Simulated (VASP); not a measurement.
# H18CO9 in VASP: a series of runs, part 2 of 2

VASP 6.6.1. Earlier steps stand in the parts before.

**4. Single point, PBE+D3(BJ)**

INCAR

```
  PREC = Accurate
  ENCUT = 520
  EDIFF = 1E-6
  ISMEAR = -1
  SIGMA = 0.02
  LREAL = Auto
  LASPH = True
  NELM = 60
  ALGO = Normal
  ISIF = 2
  LWAVE = False
  LCHARG = False
  GGA = PE
  IVDW = 12
  NBANDS = 58
```

KPOINTS

```
Automatic mesh
0
Gamma
  1 1 1
```

POSCAR

```
H18CO9
1.0
    6.9180930000      0.0000000000      0.0000000000
    0.0000000000      6.9180930000      0.0000000000
    0.0000000000      0.0000000000      6.9180930000
O H C
9 18 1
Direct
    0.3541149273      0.7680729357      0.4832545616
    0.8416336699      0.7139828852      0.0650034627
    0.3204495805      0.0963993979      1.0135452067
    0.9843608636      0.3544329340      0.3652596171
    0.4665592093      0.7469254894      0.0967896789
    0.0059987630      0.8853306829      0.7610912429
    1.0202088928      0.9223495550      0.3539559240
    0.3538402852      0.5127713663      0.7965779009
    0.5969130510      0.3059224558      0.5472461848
    0.2217084968      0.7698653372      0.4466259705
    0.3728773233      0.6578547007      0.5881245019
    0.8717720331      0.7801138262      0.1843571632
    0.6982270981      0.7065530920      0.0675475163
    0.3569047135      0.2249897479      0.9605681797
    0.2348479559      0.0458218761      0.9089354537
    0.9457375031      0.4241197683      0.2502279169
    0.8706300999      0.3639297708      0.4400056490
    0.4347440834      0.7659625275      0.2410057222
    0.4281526716      0.8804738531      0.0529914819
    0.1170409244      0.7943084893      0.7613369754
   -0.0851246145      0.8510148678      0.8633448553
    1.0254849133      0.9206872472      0.4947895323
    1.0753686023      1.0371933422      0.2951102276
    0.3978842146      0.5587522457      0.9227398360
    0.4643765269      0.4251894272      0.7579111758
    0.3496194688      0.2005176860      0.4436771810
    0.5823859263      0.1067346160      0.3308570729
    0.5052259344      0.2042614923      0.4328649528
```

Started as:

```bash
$ cat potpaw_PBE.64/O/POTCAR potpaw_PBE.64/H/POTCAR potpaw_PBE.64/C/POTCAR > POTCAR
$ mpirun -np 1 vasp_gam > vasp.out
```

Wall time 46 s (1 thread of Intel Xeon Platinum 8259CL at 2.50GHz (Skylake/Cascade Lake), shared host); peak memory 0.34 GiB.

The run converged. Its results:

```
Free energy                : -139.6187 eV
Pressure                   : -0.2 GPa
Largest force              : 3.261 eV/Å
Band gap on the k mesh     : 3.57 eV
Dispersion energy per atom : -0.031 eV
```

Forces in eV/Å, atoms in the order of the input:
```
O    2.148 -1.587  1.871
O   -0.208 -0.652 -0.620
O   -0.358  0.533 -1.107
O    1.357 -0.077 -0.937
O   -0.788  1.067  1.321
O    1.718  0.441 -1.169
O   -0.241 -0.853 -0.762
O    1.124 -1.466 -0.301
O    0.056 -0.202 -0.414
H   -1.387 -0.117 -0.583
H   -0.458  1.686 -1.450
H    0.582  0.508  0.679
H   -0.038  0.183  0.006
H   -0.229 -0.607  0.376
H   -0.058  0.190  0.537
H    0.227  0.363 -0.555
H   -1.467 -0.195  1.397
H    0.295 -0.933 -0.779
H    0.369 -0.546 -0.227
H   -1.054  0.188  0.384
H   -0.042 -0.840  0.768
H   -0.452  0.839  0.443
H   -0.077  0.335  0.537
H   -0.155  0.920  0.505
H   -0.864  0.675 -0.443
H   -0.961 -0.048 -0.245
H   -0.141  0.256 -0.087
C    1.102 -0.060  0.858
```

Stress tensor (GPa, compression positive):
```
 1.45  0.69 -0.17
 0.69 -1.47  0.68
-0.17  0.68 -0.72
```

Levels at points of the mesh, in eV from the valence-band top:
```csv
k point,band 34,band 35,band 36,band 37,band 38,band 39,band 40,band 41,band 42,band 43
"(0.00, 0.00, 0.00)",-0.58,-0.36,-0.17,-0.13,0.00,3.57,4.79,7.41,7.81,7.93
```

Caveat: the k points lie up to 0.91 Å⁻¹ apart.

**5. Single point, PBE+D3(BJ)**

INCAR

```
SYSTEM = H18CO9
  ALGO = Normal
  EDIFF = 1E-6
  ENCUT = 520
  GGA = PE
  ISIF = 2
  ISMEAR = -1
  IVDW = 12
  LASPH = .TRUE.
  LCHARG = .FALSE.
  LREAL = Auto
  LWAVE = .FALSE.
  NBANDS = 58
  NELM = 100
  PREC = Accurate
  SIGMA = 0.02
```

KPOINTS

```
k-points
0
G
  1 1 1
  0 0 0
```

POSCAR

```
H18CO9
1.0
    6.9180930000      0.0000000000      0.0000000000
    0.0000000000      6.9180930000      0.0000000000
    0.0000000000      0.0000000000      6.9180930000
O H C
9 18 1
Direct
    0.4041431649      0.7590386541      0.5094033862
    0.8725815048      0.7042258611      0.0836068552
    0.3089435196      0.1065033384      0.9024741356
    0.9806893316      0.3833570899      0.3346876083
    0.4662412026      0.7668876380      0.1279543365
   -0.0292277077      0.8129986110      0.7365902713
    1.0401565865      0.9527481056      0.3571504459
    0.3594343123      0.5261565579      0.8371960308
    0.5992547368      0.2742952429      0.5388334618
    0.2803807350      0.7419674757      0.4620059314
    0.4129172591      0.6659494170      0.6094164967
    0.9191116685      0.8014491855      0.1844583471
    0.7377032948      0.7129421359      0.1150606099
    0.2752781728      0.2457324584      0.9176083640
    0.1866554844      0.0685159913      0.8426744191
    0.9539912227      0.4751743002      0.2331711933
    0.8584157513      0.3787315377      0.4085229846
    0.4663423866      0.7472290413      0.2774897649
    0.4296848857      0.9040352594      0.1013140471
    0.0931181469      0.7542685535      0.7838287227
   -0.1019066960      0.8018683762      0.8605117046
    0.9491922124      0.9369778637      0.4678312362
    1.0228396756      1.0904883759      0.3271710860
    0.3946607830      0.6102982426      0.9530516574
    0.4887184951      0.4617601989      0.8060169182
    0.3090736132      0.2338939358      0.5636958046
    0.4363630266      0.1247598146      0.3500097498
    0.4488231078      0.2105204426      0.4845988627
```

Potentials or basis: VASP PAW PBE potentials, release 64 (O, H, C).

Started as:

```bash
$ cat potpaw_PBE.64/O/POTCAR potpaw_PBE.64/H/POTCAR potpaw_PBE.64/C/POTCAR > POTCAR
$ mpirun -np 1 vasp_gam > vasp.out
```

OUTCAR:

```text
SYSTEM = H18CO9
   EDIFF = 1E-6
   ENCUT = 520
   GGA = PE
   ISIF = 2
   ISMEAR = -1
   IVDW = 12
   LASPH = .TRUE.
   LREAL = Auto
   NELM = 100
   PREC = Accurate
 IVDW          = 12

 ion  position               nearest neighbor table
   1  0.404  0.759  0.509-  10 0.92  11 0.95
   2  0.873  0.704  0.084-  13 0.96  12 1.02
   3  0.309  0.107  0.902-  15 0.98  14 1.00
   4  0.981  0.383  0.335-  16 0.96  17 0.99
[... 306 lines left out ...]
  -------------------------------------------------------------------------------------
  Total       1.70503    -1.92980    -0.49426     3.21297    -1.18997     1.17695
  in kB       8.25058    -9.33821    -2.39170    15.54739    -5.75823     5.69522
  external pressure =       -1.16 kB  Pullay stress =        0.00 kB

 VOLUME and BASIS-vectors are now :
 -----------------------------------------------------------------------------
  energy-cutoff  :      520.00
  volume of cell :      331.10
      direct lattice vectors                 reciprocal lattice vectors
     6.918093000  0.000000000  0.000000000     0.144548505  0.000000000  0.000000000
     0.000000000  6.918093000  0.000000000     0.000000000  0.144548505  0.000000000
     0.000000000  0.000000000  6.918093000     0.000000000  0.000000000  0.144548505

 POSITION                                       TOTAL-FORCE (eV/Angst)
 -----------------------------------------------------------------------------------
      2.79590      5.25110      3.52410         2.414066      1.295741     -0.698020
      6.03660      4.87190      0.57840         0.914987      0.685010      1.332725
      2.13730      0.73680      6.24340        -0.874005      0.976295      0.176723
      6.78450      2.65210      2.31540        -0.342075     -0.811358      0.909208
      3.22550      5.30540      0.88520         0.207080      0.434054      1.205614
      6.71589      5.62440      5.09580         0.855458      0.004786      0.549398
[... 20 lines left out ...]
      3.01880      0.86310      2.42140         0.060688     -0.086372     -0.116801
      3.10500      1.45640      3.35250        -2.631413     -0.908129     -0.772952
 -----------------------------------------------------------------------------------
    total drift:                                0.001026      0.006212     -0.003803

  FREE ENERGIE OF THE ION-ELECTRON SYSTEM (eV)
  ---------------------------------------------------
  free  energy   TOTEN  =      -139.5893187827 eV

  energy  without entropy=     -139.5893187827  energy(sigma->0) =     -139.58931878
```

stdout:

```text
POSCAR found type information on POSCAR O H C
 POSCAR found :  3 types and      28 ions
 scaLAPACK will be used
 LDA part: xc-table for (Slater+PW92), standard interpolation
 POSCAR, INCAR and KPOINTS ok, starting setup
 FFT: planning ... GRIDC
 FFT: planning ... GRID_SOFT
 FFT: planning ... GRID
 WAVECAR not read
 entering main loop
```

Wall time 43 s (1 thread of Intel Xeon Platinum 8259CL at 2.50GHz (Skylake/Cascade Lake), shared host); peak memory 0.35 GiB.

Results:

| Property | Result |
| --- | --- |
| Free energy | -139.5893 eV |
| Pressure | -0.1 GPa |
| Largest force | 3.165 eV/Å |
| Band gap on the k mesh | 3.98 eV |
| Dispersion energy per atom | -0.031 eV |

Forces on the atoms (eV/Å):
```
O    2.414  1.296 -0.698
O    0.915  0.685  1.333
O   -0.874  0.976  0.177
O   -0.342 -0.811  0.909
O    0.207  0.434  1.206
O    0.855  0.005  0.549
O   -1.037  0.099  0.340
O    2.005 -0.438  0.300
O    2.315  1.219  0.991
H   -3.026  0.043 -0.924
H    0.228 -1.163  1.594
H    0.573 -0.433 -0.654
H   -1.582 -0.180 -0.299
H    0.805 -0.312  0.171
H    0.001 -0.835 -0.086
H   -0.109  0.657 -0.745
H    0.424 -0.111 -0.144
H   -0.181  0.391 -1.368
H    0.059 -0.817 -0.001
H   -0.555  0.178 -0.734
H   -0.067 -0.093 -0.238
H    0.801 -0.280 -0.107
H    0.189  0.218 -0.249
H   -0.251 -0.273 -0.486
H   -1.553  0.535  0.256
H    0.357  0.006 -0.204
H    0.061 -0.086 -0.117
C   -2.631 -0.908 -0.773
```

Caveat: the k points lie up to 0.91 Å⁻¹ apart.

**6. Single point, PBE+D3(BJ)**

INCAR

```
ALGO     = Normal         # electronic algorithm
EDIFF    = 1E-6           # SCF threshold, eV
ENCUT    = 520            # plane-wave cutoff, eV
GGA      = PE             # functional
ISIF     = 2              # what is computed and relaxed
ISMEAR   = -1             # smearing method
IVDW     = 12             # dispersion correction
LASPH    = True           # aspherical terms in the spheres
LCHARG   = False          # write CHGCAR
LREAL    = Auto         
LWAVE    = False          # write WAVECAR
NBANDS   = 58             # bands
NELM     = 100            # most SCF steps
PREC     = Accurate       # precision mode
SIGMA    = 0.02           # smearing width, eV
```

KPOINTS

```
k-points
0
Gamma
  1 1 1
```

POSCAR

```
H18CO9
1.0
    6.9180930000      0.0000000000      0.0000000000
    0.0000000000      6.9180930000      0.0000000000
    0.0000000000      0.0000000000      6.9180930000
O H C
9 18 1
Direct
    0.3840220130      0.7675381062      0.5184521226
    0.8769324148      0.7060616271      0.1498245253
    0.2343131265      0.0473540902      0.8534721924
    0.9293023381      0.3864793376      0.3272722700
    0.5006726565      0.8100787312      0.1182406770
    0.0229976671      0.7448439910      0.7455522786
    1.0342300978      1.0106253270      0.3313340830
    0.4253484306      0.4841652172      0.8567968080
    0.5880088631      0.3005163417      0.5666735038
    0.3964676393      0.8668718388      0.6225125913
    0.3666906473      0.6556864731      0.5889917930
    0.9589636913      0.8144874606      0.1891561735
    0.7339305788      0.7435719641      0.1527154954
    0.1857159191      0.1732702928      0.8806328565
    0.1238057945     -0.0285338749      0.8104545573
    0.9077067915      0.5156334267      0.2595079309
    0.8129407916      0.3533777300      0.4077424227
    0.4637116038      0.7755316386      0.2542319104
    0.4124257942      0.9091667314      0.0569810206
   -0.0067793249      0.6585196238      0.6439780442
   -0.0470216286      0.6985595597      0.8544984868
    0.9934240549      0.9704986620      0.4594907874
    0.9976304164      1.1507506476      0.3194666507
    0.4499650409      0.5949038268      0.9357347466
    0.5415509737      0.4187714736      0.8061181022
    0.3013258133      0.2514565791      0.4918696525
    0.5010195729      0.2196125435      0.3001405156
    0.4589125934      0.2497653616      0.4509624256
```

Potentials or basis: VASP PAW PBE potentials, release 64 (O, H, C).

Started as:

```bash
$ cat potpaw_PBE.64/O/POTCAR potpaw_PBE.64/H/POTCAR potpaw_PBE.64/C/POTCAR > POTCAR
$ mpirun -np 1 vasp_gam > vasp.out
```

Wall time 45 s (1 thread of Intel Xeon Platinum 8259CL at 2.50GHz (Skylake/Cascade Lake), shared host); peak memory 0.35 GiB.

Results (log left out):

```yaml
Free_energy: -139.5505 eV
Pressure: -0.4 GPa
Largest_force: 3.480 eV/Å
Band_gap_on_the_k_mesh: 3.38 eV
Dispersion_energy_per_atom: -0.031 eV
```

Forces on the atoms (eV/Å):
```
O    0.712  3.259 -0.989
O   -1.260 -0.606 -0.746
O    0.783 -0.609 -0.009
O   -0.659 -0.528  0.936
O   -0.455  0.134  0.072
O    0.539  1.152 -0.082
O    0.069  0.340 -0.041
O   -0.572 -1.221 -0.867
O   -0.822 -0.801 -1.258
H   -0.235 -0.554 -0.888
H   -0.352 -2.786  1.791
H   -0.242  0.707  0.431
H    1.410  0.290 -0.301
H   -0.055  1.126  0.283
H   -0.151 -0.568 -0.121
H   -0.044 -0.297  0.070
H    0.711  0.593 -0.509
H   -0.520  0.781 -0.651
H    0.472 -0.812  0.806
H   -0.153 -0.910 -1.282
H   -0.705 -0.343  1.481
H    0.084 -0.007  0.114
H    0.106 -0.275 -0.145
H    0.709  0.776  0.792
H   -0.458  0.576  0.321
H    0.612 -0.219 -0.088
H   -0.202 -0.278 -0.160
C    0.679  1.079  1.039
```

Stress tensor (GPa, compression positive):
```
-1.72  0.68 -0.61
 0.68  1.30  0.23
-0.61  0.23 -0.81
```

Levels at points of the mesh, in eV from the valence-band top:
| k point | band 36 | band 37 | band 38 | band 39 | band 40 | band 41 |
| --- | --- | --- | --- | --- | --- | --- |
| (0.00, 0.00, 0.00) | -0.23 | -0.06 | 0.00 | 3.38 | 4.71 | 7.38 |

Caveat: the k points lie up to 0.91 Å⁻¹ apart.
